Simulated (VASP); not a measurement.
Here is a VASP 6.6.1 calculation.

The input INCAR:

```
PREC = Accurate ; ENCUT = 450
EDIFF = 1E-7 ; ISMEAR = -1
SIGMA = 0.1 ; LREAL = F
LASPH = T ; NELM = 120
ALGO = Normal ; ISIF = 2
LWAVE = F ; LCHARG = F
LDIPOL = T ; IDIPOL = 3
DIPOL = 0.5 0.5 0.500 ; GGA = CA
IBRION = 2 ; NSW = 32
EDIFFG = -0.01 ; GGA_COMPAT = F
NELMIN = 4 ; NELMDL = -8
```

Contents of KPOINTS:

```
regular mesh
0
Gamma
  13 13 1
```

POSCAR

```
Ag
1.0
    2.8297444621      0.0000000000      0.0000000000
   -1.4148722311      2.4506305904      0.0000000000
    0.0000000000      0.0000000000     25.2419000000
Ag
5
Direct
    0.8333333333      0.1666666667      0.3173002642
    0.1666666667      0.8333333333      0.4085012039
    0.5000000000      0.5000000000      0.4999999991
    0.8333333333      0.1666666667      0.5914987965
    0.1666666667      0.8333333333      0.6826997363
```

Potentials or basis: VASP PAW LDA potentials, release 64 (Ag).

Command:

```sh
$ cat potpaw_LDA.64/Ag/POTCAR > POTCAR
$ mpirun -np 1 vasp_std > vasp.out
```

What does it give for the band gap on the k mesh?

Zero (an odd number of electrons rules out a gap without spin polarisation).

Final structure:
```yaml
crystal:
  lattice:
    - [2.82974, 0.00000, 0.00000]
    - [-1.41487, 2.45063, 0.00000]
    - [0.00000, 0.00000, 25.24190]
  atoms:
    - { symbol: Ag, position: [0.83333, 0.16667, 0.31730] }
    - { symbol: Ag, position: [0.16667, 0.83333, 0.40850] }
    - { symbol: Ag, position: [0.50000, 0.50000, 0.50000] }
    - { symbol: Ag, position: [0.83333, 0.16667, 0.59150] }
    - { symbol: Ag, position: [0.16667, 0.83333, 0.68270] }
```

Caveat: the relaxation stopped at its first step, so nothing moved.
